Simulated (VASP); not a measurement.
A run of VASP 6.6.1 is set up as follows.

INCAR

```
PREC = Accurate ; ENCUT = 520
EDIFF = 1E-6 ; ISMEAR = -1
SIGMA = 0.05 ; LREAL = F
LASPH = T ; NELM = 60
ALGO = Normal ; ISIF = 2
LWAVE = F ; LCHARG = F
GGA = PE ; NBANDS = 21
```

The input KPOINTS:

```
Automatic mesh
0
Gamma
  17 17 9
```

Contents of POSCAR:

```
Mo
1.0
    2.7563983769      0.0000000000      0.0000000000
   -1.3781991884      2.3871110173      0.0000000000
    0.0000000000      0.0000000000      4.8984419390
Mo
2
Direct
    0.3333333333      0.6666666667      0.2500000000
    0.6666666667      0.3333333333      0.7500000000
```

Potentials or basis: VASP PAW PBE potentials, release 64 (Mo_sv).

Run with:

```console
$ cat potpaw_PBE.64/Mo_sv/POTCAR > POTCAR
$ mpirun -np 1 vasp_std > vasp.out
```

**Question.** Estimate the band gap on the k mesh.

**Answer.** Zero (bands 14 and 15 overlap by 1.81 eV).

**Question.** What does it give for the pressure?

**Answer.** 0.4 GPa.

Stress tensor (GPa, compression positive):
```
0.49 0.00 0.00
0.00 0.49 0.00
0.00 0.00 0.33
```
